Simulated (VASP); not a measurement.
Crystal: TiSi.

```
Ti Si
1.0
     2.84668    0.00000    0.00000
     0.00000    2.84668    0.00000
     0.00000    0.00000    3.73118
Ti Si
1 1
Direct
  0.50000 0.50000 0.50000
  0.00000 0.00000 0.00000
```

```yaml
Program: VASP 6.6.1
Task: relaxation of cell and atoms
Functional: PBE
Potentials_or_basis: VASP PAW PBE potentials, release 64 (Ti_sv, Si)
Cutoff: 600 eV
k_mesh: 6 × 6 × 6
Occupations: gaussian, width 0.1 eV
Spin: no spin polarisation
```

At the start: pressure -4.4 GPa; volume 15.12 Å³/atom.

Problem. How do energy, volume and symmetry change on relaxing?

Solution. Over 8 steps the energy falls by 19.9 meV/atom and the volume is 14.50 Å³/atom (-4.1 %); space group P4/mmm (No. 123, to 0.05 Å).

Step by step:
| step | energy change (eV) | largest force (eV/Å) | pressure (GPa) | volume (Å³) |
| --- | --- | --- | --- | --- |
| 1 | 0.0000 | 0.0000 | -4.41 | 30.24 |
| 2 | -0.0274 | 0.0000 | 3.07 | 28.45 |
| 3 | -0.0293 | 0.0000 | 1.42 | 28.78 |
| 4 | -0.0390 | 0.0000 | 0.76 | 28.85 |
| 5 | -0.0395 | 0.0000 | 0.60 | 28.87 |
| 6 | -0.0395 | 0.0000 | 0.59 | 28.87 |
| 7 | -0.0396 | 0.0000 | -0.43 | 29.09 |
| 8 | -0.0397 | 0.0000 | 0.01 | 28.99 |

Final structure:
```
Ti Si
1.0
     2.75818    0.00000    0.00000
     0.00000    2.75818    0.00000
     0.00000    0.00000    3.81110
Ti Si
1 1
Direct
  0.50000 0.50000 0.50000
  0.00000 0.00000 0.00000
```

Caveat: the k points lie up to 0.38 Å⁻¹ apart in the final cell.
